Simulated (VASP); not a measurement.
# Ti (Fm-3m) in VASP: single point with PBEsol

Aim: the single point of Ti with PBEsol.

Everything below comes from runs of VASP 6.6.1. Logs are shortened: lines on timing, memory, paths and dates and some standing lists are left out, and cuts for length are marked.

### Step 1. The cell of the first run

The structure is cubic, space group Fm-3m (No. 225). The conventional cell has a = 4.055 Å, b = 4.055 Å, c = 4.055 Å, α = 90.00°, β = 90.00°, γ = 90.00°. Within 3.8 Å of Ti (site symmetry m-3m) lie 12 Ti at 2.87 Å.

### Step 2. Single point, PBEsol

Input file INCAR:

```
PREC = Accurate
ENCUT = 500
EDIFF = 1E-6
ISMEAR = 0
SIGMA = 0.1
LREAL = False
LASPH = True
NELM = 120
ALGO = Normal
ISIF = 2
LWAVE = False
LCHARG = False
GGA = PS
NBANDS = 12
GGA_COMPAT = False
```

Input file KPOINTS:

```
regular mesh
0
Gamma
  6 6 6
```

Input file POSCAR:

```
Ti
1.0
    0.0000000000      2.0276444533      2.0276444533
    2.0276444533      0.0000000000      2.0276444533
    2.0276444533      2.0276444533      0.0000000000
Ti
1
Direct
    0.0000000000      0.0000000000      0.0000000000
```

Potentials or basis: VASP PAW PBE potentials, release 64 (Ti_sv).

Started as:

```sh
$ cat potpaw_PBE.64/Ti_sv/POTCAR > POTCAR
$ mpirun -np 1 vasp_std > vasp.out
```

OUTCAR:

```text
PREC = Accurate
   ENCUT = 500
   EDIFF = 1E-6
   ISMEAR = 0
   LREAL = False
   LASPH = True
   NELM = 120
   ISIF = 2
   GGA = PS

 ion  position               nearest neighbor table
   1  0.000  0.000  0.000-

  LATTYP: Found a face centered cubic cell.
 ALAT       =     4.0552889066

  Lattice vectors:

 A1 = (   0.0000000000,   2.0276444533,   2.0276444533)
 A2 = (   2.0276444533,   0.0000000000,   2.0276444533)
 A3 = (   2.0276444533,   2.0276444533,   0.0000000000)

Analysis of symmetry for initial positions (statically):
=====================================================================
 Subroutine PRICEL returns:
 Original cell was already a primitive cell.

 Routine SETGRP: Setting up the symmetry group for a
 face centered cubic supercell.

 Subroutine GETGRP returns: Found 48 space group operations
 (whereof 48 operations were pure point group operations)
 out of a pool of 48 trial point group operations.

The static configuration has the point symmetry O_h .

Analysis of symmetry for dynamics (positions and initial velocities):
=====================================================================
 Subroutine PRICEL returns:
 Original cell was already a primitive cell.

 Routine SETGRP: Setting up the symmetry group for a
 face centered cubic supercell.

 Subroutine GETGRP returns: Found 48 space group operations
 (whereof 48 operations were pure point group operations)
 out of a pool of 48 trial point group operations.

The dynamic configuration has the point symmetry O_h .

 Subroutine INISYM returns: Found 48 space group operations
 (whereof 48 operations are pure point group operations),
 and found     1 'primitive' translations

----------------------------------------------------------------------------------------

                                     Primitive cell

  volume of cell :      16.6727

  direct lattice vectors                    reciprocal lattice vectors
     0.000000000  2.027644453  2.027644453    -0.246591556  0.246591556  0.246591556
     2.027644453  0.000000000  2.027644453     0.246591556 -0.246591556  0.246591556
     2.027644453  2.027644453  0.000000000     0.246591556  0.246591556 -0.246591556

  length of vectors
     2.867522286  2.867522286  2.867522286     0.427109103  0.427109103  0.427109103

  position of ions in fractional coordinates (direct lattice)
     0.000000000  0.000000000  0.000000000

  ion indices of the primitive-cell ions
   primitive index   ion index
                 1           1

----------------------------------------------------------------------------------------

 KPOINTS: regular mesh

Automatic generation of k-mesh.
 Grid dimensions read from file:
 generate k-points for:    6    6    6

 Generating k-lattice:

  Cartesian coordinates                     Fractional coordinates (reciprocal lattice)
    -0.041098593  0.041098593  0.041098593     0.166666667  0.000000000  0.000000000
     0.041098593 -0.041098593  0.041098593     0.000000000  0.166666667  0.000000000
     0.041098593  0.041098593 -0.041098593     0.000000000  0.000000000  0.166666667

  Length of vectors
     0.071184851  0.071184851  0.071184851

  Shift w.r.t. Gamma in fractional coordinates (k-lattice)
     0.000000000  0.000000000  0.000000000

 Subroutine IBZKPT returns following result:
 ===========================================

 Found     16 irreducible k-points:

 Following reciprocal coordinates:
            Coordinates               Weight
  0.000000  0.000000  0.000000      1.000000
  0.166667  0.000000  0.000000      8.000000
  0.333333  0.000000  0.000000      8.000000
  0.500000  0.000000  0.000000      4.000000
  0.166667  0.166667  0.000000      6.000000
  0.333333  0.166667  0.000000     24.000000
[... 8 lines left out ...]
 -0.333333  0.333333  0.166667     24.000000
 -0.333333  0.500000  0.166667     12.000000
   k-points           NKPTS =     16   k-points in BZ     NKDIM =     16   number of bands    NBANDS=     12
   number of dos      NEDOS =    301   number of ions     NIONS =      1
   total plane-waves  NPLWV =  13824
   dimension x,y,z NGX =    24 NGY =   24 NGZ =   24
   dimension x,y,z NGXF=    48 NGYF=   48 NGZF=   48
   ions per type =               1
   NGX,Y,Z   is equivalent  to a cutoff of  13.91, 13.91, 13.91 a.u.
   NGXF,Y,Z  is equivalent  to a cutoff of  27.83, 27.83, 27.83 a.u.
 SYSTEM =  unknown system
   PREC   = accura    normal or accurate (medium, high low for compatibility)
   ISTART =      0    job   : 0-new  1-cont  2-samecut
   ICHARG =      2    charge: 1-file 2-atom 10-const
   ISPIN  =      1    spin polarized calculation?
   LNONCOLLINEAR =      F non collinear calculations
   LSORBIT =      F    spin-orbit coupling
   LASPH  =      T    aspherical Exc in radial PAW
   ENCUT  =  500.0 eV  36.75 Ry    6.06 a.u.   5.23  5.23  5.23*2*pi/ulx,y,z
   NELM   =    120;   NELMIN=  2; NELMDL= -5     # of ELM steps
   EDIFF  = 0.1E-05   stopping-criterion for ELM
   LREAL  =      F    real-space projection
   EDIFFG = 0.1E-04   stopping-criterion for IOM
   NSW    =      0    number of steps for IOM
   IBRION =     -1    ionic relax: 0-MD 1-quasi-New 2-CG
   NFREE  =      0    steps in history (QN), initial steepest desc. (CG)
   ISIF   =      2    stress and relaxation
   ISYM   =      2    0-nonsym 1-usesym 2-fastsym
   POTIM  = 0.5000    time-step for ionic-motion
   TEBEG  =    0.0;   TEEND  =   0.0 temperature during run
   PSTRESS=    0.0 pullay stress
   NELECT =      12.0000    total number of electrons
   NUPDOWN=      -1.0000    fix difference up-down
   EMIN   =  10.00;   EMAX   =-10.00  energy-range for DOS
   EFERMI =   0.00;   METHOD = LEGACY
   ISMEAR =     0;   SIGMA  =   0.10  broadening in eV -4-tet -1-fermi 0-gaus
   EFERMI_NEDOS =   21; number of points for ismear=-14 and -15
   IALGO  =     38    algorithm
   IMIX   =      4    mixing-type and parameters
     AMIX     =   0.40;   BMIX     =  1.00
     AMIX_MAG =   1.60;   BMIX_MAG =  1.00
  volume/ion in A,a.u.               =      16.67       112.51
  Fermi-wavevector in a.u.,A,eV,Ry     =   1.467124  2.772462 29.285893  2.152452
  Thomas-Fermi vector in A             =   2.582779
   LORBIT       =      0    0 simple, 1 ext, 2 COOP (PROOUT), +10 PAW based schemes
   GGA     = PS    functional components
   LHFCALC =     F    Hartree Fock is set to
   AEXX    =    0.0000 exact exchange contribution
   IVDW    =     0    specifies the selected vdW correction
   LEPSILON=     F    determine dielectric tensor
   LRPA    =     F    only Hartree local field effects (RPA)
 non-spin polarized calculation
 Gauss-broadening in eV      SIGMA  =   0.10
  energy-cutoff  :      500.00
  volume of cell :       16.67
 maximum number of plane-waves:       444
 NGX is ok and might be reduce to    24
   NGX = 11   NGY = 11   NGZ = 11

 number of electron      12.0000001 magnetization

 Free energy of the ion-electron system (eV)
  ---------------------------------------------------
  ext. energy  EPLUGINS =         0.00000000
  ---------------------------------------------------
  free energy    TOTEN  =        -8.28132809 eV

  energy without entropy =       -8.26740695  energy(sigma->0) =       -8.27436752

 E-fermi :   8.5004     XC(G=0): -11.8361

 val. band max:        8.4522116778   @ k =  -0.3333   0.3333   0.1667
 cond. band min:       8.5395670150   @ k =   0.5000   0.3333   0.1667
 fundamental gap:      0.0873553373
 Fermi energy:         8.5003763661

 k-point     1 :       0.0000    0.0000    0.0000
  band No.  band energies     occupation
      1     -47.9054      2.00000
      2     -23.8068      2.00000
      3     -23.8068      2.00000
      4     -23.8068      2.00000
      5       2.3393      2.00000
      6       9.4149      0.00000
      7       9.4149      0.00000
      8       9.4149      0.00000
      9      11.1302      0.00000
     10      11.1302      0.00000
     11      24.0249      0.00000
     12      28.6643      0.00000

 k-point     2 :       0.1667    0.0000    0.0000
  band No.  band energies     occupation
      1     -47.8690      2.00000
      2     -24.0060      2.00000
      3     -23.8316      2.00000
      4     -23.8316      2.00000
      5       3.2313      2.00000
      6       8.9264      0.00000
      7       9.6639      0.00000
      8       9.6639      0.00000
      9      11.0190      0.00000
     10      11.0190      0.00000
     11      24.0078      0.00000
     12      25.2421      0.00000

 k-point     3 :       0.3333    0.0000    0.0000
  band No.  band energies     occupation
      1     -47.7956      2.00000
      2     -24.3921      2.00000
      3     -23.8808      2.00000
      4     -23.8808      2.00000
      5       5.1325      2.00000
      6       8.5422      0.55460
      7       9.5159      0.00000
      8       9.5159      0.00000
      9      11.6636      0.00000
     10      11.6636      0.00000
     11      19.6869      0.00000
     12      24.1520      0.00000

 k-point     4 :       0.5000    0.0000    0.0000
  band No.  band energies     occupation
      1     -47.7584      2.00000
      2     -24.5795      2.00000
      3     -23.9051      2.00000
      4     -23.9051      2.00000
      5       5.8335      2.00000
      6       9.2819      0.00000
      7       9.2834      0.00000
      8       9.2834      0.00000
      9      12.2790      0.00000
     10      12.2790      0.00000
     11      17.1280      0.00000
     12      23.2874      0.00000

 k-point     5 :       0.1667    0.1667    0.0000
  band No.  band energies     occupation
      1     -47.8570      2.00000
      2     -23.9999      2.00000
      3     -23.8750      2.00000
      4     -23.8750      2.00000
      5       3.5145      2.00000
      6       8.5920      0.19527
      7       9.9708      0.00000
      8       9.9708      0.00000
      9      10.3217      0.00000
     10      11.3952      0.00000
     11      25.0009      0.00000
     12      25.8383      0.00000
[... 108 lines left out ...]
      1     -47.7109      2.00000
      2     -24.5262      2.00000
      3     -24.0769      2.00000
      4     -24.0769      2.00000
      5       5.7966      2.00000
      6       6.6930      2.00000
      7      11.5596      0.00000
      8      12.2618      0.00000
      9      12.5808      0.00000
     10      12.5808      0.00000
     11      19.5606      0.00000
     12      20.6653      0.00000

 k-point    14 :       0.5000    0.3333    0.1667
  band No.  band energies     occupation
      1     -47.7471      2.00000
      2     -24.3803      2.00000
      3     -24.1134      2.00000
      4     -23.9720      2.00000
      5       6.4760      2.00000
      6       7.7015      2.00000
      7       8.5396      0.57941
      8      10.8918      0.00000
      9      11.4782      0.00000
     10      13.4186      0.00000
     11      20.6479      0.00000
     12      20.6988      0.00000

 k-point    15 :      -0.3333    0.3333    0.1667
  band No.  band energies     occupation
      1     -47.7225      2.00000
      2     -24.4016      2.00000
      3     -24.2066      2.00000
      4     -24.0148      2.00000
      5       7.2810      2.00000
      6       7.4683      2.00000
      7       8.4522      1.50422
      8      10.5846      0.00000
      9      12.1572      0.00000
     10      15.5102      0.00000
     11      16.9312      0.00000
     12      21.3211      0.00000

 k-point    16 :      -0.3333    0.5000    0.1667
  band No.  band energies     occupation
      1     -47.7105      2.00000
      2     -24.4162      2.00000
      3     -24.1916      2.00000
      4     -24.0859      2.00000
      5       6.5578      2.00000
      6       7.3398      2.00000
      7       9.1862      0.00000
      8      11.1885      0.00000
      9      12.5829      0.00000
     10      15.5425      0.00000
     11      18.8855      0.00000
     12      19.4476      0.00000

------------------------ aborting loop because EDIFF is reached ----------------------------------------

  FORCE on cell =-STRESS in cart. coord.  units (eV):
  Direction    XX          YY          ZZ          XY          YZ          ZX
  --------------------------------------------------------------------------------------
  -------------------------------------------------------------------------------------
  Total        0.0465170      0.0465170      0.0465170      0.0000000      0.0000000     -0.0000000
  in kB        4.4701007      4.4701007      4.4701007      0.0000000      0.0000000     -0.0000000
  external PRESSURE =       4.4701007 kB  Pullay stress =       0.0000000 kB

 VOLUME and BASIS-vectors are now :
 -----------------------------------------------------------------------------
  energy-cutoff  :      500.00
  volume of cell :       16.67
      direct lattice vectors                 reciprocal lattice vectors
     0.000000000  2.027644453  2.027644453    -0.246591556  0.246591556  0.246591556
     2.027644453  0.000000000  2.027644453     0.246591556 -0.246591556  0.246591556
     2.027644453  2.027644453  0.000000000     0.246591556  0.246591556 -0.246591556

 POSITION                                       TOTAL-FORCE (eV/Angst)
 -----------------------------------------------------------------------------------
      0.00000      0.00000      0.00000         0.000000      0.000000      0.000000
 -----------------------------------------------------------------------------------
    total drift:                                0.000000      0.000000     -0.000000

  FREE ENERGIE OF THE ION-ELECTRON SYSTEM (eV)
  ---------------------------------------------------
  free  energy   TOTEN  =        -8.2813280903 eV

  energy  without entropy=       -8.2674069470  energy(sigma->0) =       -8.27436752
```

Wall time 6.9 s (1 thread of Intel Xeon 8259CL, shared host); peak memory 0.13 GiB.

Results:

```yaml
Free_energy: -8.2813 eV
Pressure: 0.4 GPa
Band_gap_on_the_k_mesh: zero (band 6 reaches 9.41 eV, above the bottom of band 7 at 8.45 eV)
```

Caveat: the k points lie up to 0.45 Å⁻¹ apart; the PAW data sets were made with another functional, which shifts forces and pressure a little.
